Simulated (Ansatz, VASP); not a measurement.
## One calculation of Pb, two programs

INCAR

```
SYSTEM = Pb
PREC = Accurate
ENCUT = 520
EDIFF = 1E-7
ISMEAR = -1
SIGMA = 0.05
LREAL = .FALSE.
LASPH = .TRUE.
NELM = 60
ALGO = Normal
ISIF = 2
LWAVE = .FALSE.
LCHARG = .TRUE.
GGA = CA
LELF = .TRUE.
LVHAR = .TRUE.
NBANDS = 21
```

Contents of KPOINTS:

```
regular mesh
0
G
  8 8 8
  0 0 0
```

File POSCAR:

```
Pb
1.0
    0.0000000000      3.4390000555      3.5421700572
    3.4390000555      0.0000000000      3.5421700572
    3.4390000555      3.4390000555      0.0000000000
Pb
2
Direct
    0.0000000000      0.0000000000      0.0000000000
    0.2500000000      0.2500000000      0.2500000000
```

Input for Ansatz:

```yaml
crystal:
  lattice:
    - [0.0, 3.4390000555, 3.5421700572]
    - [3.4390000555, 0.0, 3.5421700572]
    - [3.4390000555, 3.4390000555, 0.0]
  atoms:
    - { symbol: Pb, position: [0.0, 0.0, 0.0] }
    - { symbol: Pb, position: [0.25, 0.25, 0.25] }
kpoints:
  mp_grid: { grid: [8, 8, 8] }
  band_path:
    path:
      - [0.0, 0.0, 0.0]
      - [0.0, 0.5, 0.5]
      - [0.25, 0.75, 0.5]
      - [0.0, 0.5, 0.0]
      - [0.0, 0.0, 0.0]
      - [0.5, 0.5, 0.0]
      - [0.3678244886, 0.6321755114, 0.0]
      - [-0.3678244886, 0.3678244886, 0.0]
      - [0.0, 0.0, 0.0]
    npoints: 5
scf:
  occupations: { method: fermi_dirac, width: 0.05 }
hamiltonian:
  xc: lda
  pseudopotentials: { kind: all_electron, lapw: { basis_error: 0.00025 } }
output:
  forces: true
  stress: true
  eigenvalues: true
```

Change from the starting cell: zz strain of +3 %.

Alike in both runs: task single point; functional LDA; k mesh 8 × 8 × 8; occupations fermi-dirac, width 0.05 eV; no spin polarisation.

```csv
,VASP,Ansatz
version,VASP 6.6.1,Ansatz 0.2.0
potentials or method,"VASP PAW LDA potentials, release 64 (Pb_d), cutoff 520 eV","all-electron LAPW, scalar-relativistic"
```

```csv
,VASP,Ansatz,Ansatz less VASP
pressure (GPa),-1.6,-1.6,-0.01
"traceless stress, the component that is largest in VASP (GPa)",-0.25,-0.25,0.000
```

LDA's correlation is that of Perdew and Zunger in VASP and of Perdew and Wang (1992) in Ansatz. Ansatz ran all-electron here, and VASP with PAW potentials.

Neither program's run includes spin-orbit coupling.
